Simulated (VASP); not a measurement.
Input of a VASP 6.6.1 run:

File INCAR:

```
SYSTEM = Ti
ALGO = Normal
EDIFF = 1E-6
ENCUT = 520
GGA = PS
ISIF = 2
ISMEAR = -1
LASPH = .True.
LCHARG = .False.
LREAL = .False.
LWAVE = .False.
NBANDS = 25
NELM = 100
PREC = Accurate
SIGMA = 0.05
```

KPOINTS

```
k-points
0
Gamma
  7 7 9
  0 0 0
```

POSCAR

```
Ti
1.0
    4.5156641908      0.0000000000      0.0000000000
   -2.2578320954      3.9106799042      0.0000000000
    0.0000000000      0.0000000000      2.7976462787
Ti
3
Direct
    0.6666666667      0.3333333333      0.5000000000
    0.3333333333      0.6666666667      0.5000000000
    0.0000000000      0.0000000000      0.0000000000
```

Potentials or basis: VASP PAW PBE potentials, release 64 (Ti_sv).

Command:

```console
$ cat potpaw_PBE.64/Ti_sv/POTCAR > POTCAR
$ mpirun -np 1 vasp_std > vasp.out
```

What does it give for the band gap on the k mesh?

Zero (bands 18 and 19 overlap by 0.30 eV).

Estimate the pressure.

-0.2 GPa.

Caveat: the PAW data sets were made with another functional, which shifts forces and pressure a little.
